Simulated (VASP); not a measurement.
Write the native input for VASP 6.6.1 that does the following.

| Item | Value |
| --- | --- |
| Task | single point |
| Functional | LDA |
| Potentials or basis | VASP PAW LDA potentials, release 64 (Ni, Ge_d) |
| Cutoff | 520 eV |
| k mesh | 12 × 12 × 12 |
| Occupations | gaussian, width 0.15 eV |
| Spin | collinear spin, ferromagnetic start |
| Starting moments | [0.5, 0.5, 0.5, 0.0] μB |
| Fixed moment | 1.5 μB |
| Dipole correction | no |
| Further INCAR settings | ALGO = Normal; EDIFF = 1e-07; NBANDS = 34 |

The structure of Ni3Ge lies in POSCAR:

```
Ni3Ge
1.0
    3.3431134987      0.0000000000      0.0000000000
    0.0000000000      3.3431134987      0.0000000000
    0.0000000000      0.0000000000      3.3431134987
Ni Ge
3 1
Direct
    0.5000000000      0.0000000000      0.5000000000
    0.0000000000      0.5000000000      0.5000000000
    0.5000000000      0.5000000000      0.0000000000
    0.0000000000      0.0000000000      0.0000000000
```

One way to write it, as run:

INCAR

```
SYSTEM = Ni3Ge
PREC = Accurate
ENCUT = 520
EDIFF = 1E-7
ISMEAR = 0
SIGMA = 0.15
LREAL = .FALSE.
LASPH = .TRUE.
NELM = 150
ALGO = Normal
ISIF = 2
LWAVE = .FALSE.
LCHARG = .FALSE.
ISPIN = 2
MAGMOM = 0.5 0.5 0.5 0
LORBIT = 11
NUPDOWN = 1.5
LMAXMIX = 4
NBANDS = 34
```

KPOINTS

```
regular mesh
0
G
  12 12 12
  0 0 0
```

Potentials or basis: VASP PAW LDA potentials, release 64 (Ni, Ge_d).

Command:

```sh
$ cat potpaw_LDA.64/Ni/POTCAR potpaw_LDA.64/Ge_d/POTCAR > POTCAR
$ mpirun -np 1 vasp_std > vasp.out
```

Results of the run:

```
Pressure                                              : 45.7 GPa
Net moment                                            : 1.50 μB per cell
Site moments                                          : Ni +0.48; Ge +0.04 μB
Valence electrons inside the program's atomic spheres : Ni 9.83; Ge 12.81
```

Caveat: the cell stands under pressure; the total moment is fixed, so each spin has its own Fermi level and the state may be an excited one.

Wall time 87 s on 1 thread of Intel(R) Xeon(R) 6975P-C (Granite Rapids) (shared host), peak memory 0.26 GiB.
